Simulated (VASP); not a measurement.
## ZnSnN2: single point with r2SCAN

Crystal: ZnSnN2.

```
Zn Sn N
1.0
     1.56785    0.90520    5.09832
    -1.56785    0.90520    5.09832
     0.00000   -1.81040    5.09832
Zn Sn N
1 1 2
Direct
  0.00000 0.00000 0.00000
  0.50000 0.50000 0.50000
  0.24702 0.24702 0.24702
  0.75298 0.75298 0.75298
```

This cell differs from its parent crystal: strain -1.0%.

```yaml
Program: VASP 6.6.1
Task: single point
Functional: r2SCAN
Potentials_or_basis: VASP PAW PBE potentials, release 64 (Zn, Sn_d, N)
Cutoff: 520 eV
k_mesh: 10 × 10 × 10
Occupations: gaussian, width 0.01 eV
Spin: no spin polarisation
```

- Pressure: 7.2 GPa
- Largest force: 0.018 eV/Å
- Band gap on the k mesh: 1.41 eV (least direct gap 1.44 eV)

Forces in eV/Å, atoms in the order of the input:
```
Zn   0.000  0.000  0.000
Sn   0.000  0.000  0.000
N    0.000  0.000  0.018
N    0.000  0.000 -0.018
```

Stress tensor (GPa, compression positive):
```
7.46 0.00 0.00
0.00 7.46 0.00
0.00 0.00 6.63
```

Levels at points of the mesh, in eV from the valence-band top:
```csv
k point,band 15,band 16,band 17,band 18,band 19,band 20,band 21,band 22
"(0.00, 0.00, 0.00)",-1.09,-0.91,-0.18,-0.18,1.48,4.14,9.18,9.18
"(0.50, 0.00, 0.00)",-2.81,-2.67,-2.20,-1.45,3.80,5.01,7.80,8.72
"(0.50, 0.50, 0.00)",-3.35,-3.05,-0.11,-0.03,1.41,4.33,8.31,9.50
"(0.50, 0.50, 0.50)",-0.67,-0.67,-0.64,-0.64,3.90,4.55,8.74,10.42
```

Wall time 6.8 min on 1 thread of Intel(R) Xeon(R) 6975P-C (Granite Rapids), on a shared host, peak memory 0.35 GiB.

Caveat: the cell differs from its parent crystal (strain -1.0%); the cell stands under pressure; the PAW data sets were made with another functional, which shifts forces and pressure a little; spin-orbit coupling is left out, which moves the levels of the heavy elements. A k mesh can miss the band edges.
